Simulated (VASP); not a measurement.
Set up this calculation in VASP 6.6.1, as the native input.

```
Task                               : single point
Functional                         : PBE-based screened hybrid with 25 % exact exchange
Potentials or basis                : VASP PAW PBE potentials, release 64 (In_d, Pd)
Cutoff                             : 520 eV
k mesh                             : 4 × 4 × 4
Occupations                        : fermi-dirac, width 0.05 eV
Spin                               : no spin polarisation
Dipole correction                  : no
Grid for exact exchange (PRECFOCK) : Normal
Share of exact exchange            : 0.25
Further INCAR settings             : ALGO = Normal; EDIFF = 1e-06; NBANDS = 18
Screening parameter                : 0.3 1/Å
```

Crystal: InPd.

```xyz
2
Lattice="0.0000 2.7461 2.7461 2.7461 0.0000 2.7461 2.7461 2.7461 0.0000" Properties=species:S:1:pos:R:3 pbc="T T T"
In    0.0000    0.0000    0.0000
Pd    2.7461    2.7461    2.7461
```

The input as run:

POSCAR

```
InPd
1.0
    0.0000000000      2.7460700000      2.7460700000
    2.7460700000      0.0000000000      2.7460700000
    2.7460700000      2.7460700000      0.0000000000
In Pd
1 1
Direct
    0.0000000000      0.0000000000      0.0000000000
    0.5000000000      0.5000000000      0.5000000000
```

INCAR.step1

```
SYSTEM = InPd
ALGO = Normal
EDIFF = 1E-5
ENCUT = 520
GGA = PE
ISIF = 2
ISMEAR = -1
LASPH = .True.
LCHARG = .False.
LREAL = .False.
LWAVE = .True.
NBANDS = 18
NELM = 80
PREC = Accurate
SIGMA = 0.05
```

INCAR.step2

```
SYSTEM = InPd
AEXX = 0.25
ALGO = Normal
EDIFF = 1E-6
ENCUT = 520
GGA = PE
HFSCREEN = 0.3
ISIF = 2
ISMEAR = -1
ISTART = 1
LASPH = .True.
LCHARG = .False.
LHFCALC = .True.
LREAL = .False.
LWAVE = .False.
NBANDS = 18
NELM = 80
PREC = Accurate
PRECFOCK = Normal
SIGMA = 0.05
```

KPOINTS

```
k-points
0
Gamma
  4 4 4
  0 0 0
```

Potentials or basis: VASP PAW PBE potentials, release 64 (In_d, Pd).

Run with:

```sh
$ cat potpaw_PBE.64/In_d/POTCAR potpaw_PBE.64/Pd/POTCAR > POTCAR
$ cp INCAR.step1 INCAR
$ mpirun -np 1 vasp_std > vasp.out
$ cp INCAR.step2 INCAR
$ mpirun -np 1 vasp_std > vasp.out
```

It gave:

- Pressure: -3.4 GPa
- Band gap on the k mesh: zero (an odd number of electrons rules out a gap without spin polarisation)

Caveat: the k points lie up to 0.50 Å⁻¹ apart, too coarse for converged energies and pressures of a metal; the PAW data sets were made with another functional, which shifts forces and pressure a little; spin-orbit coupling is left out, which moves the levels of the heavy elements.

It took 19 min on 1 thread of AMD EPYC 7R43 64-Core Processor (Zen 3), on a shared host, peak memory 0.24 GiB.
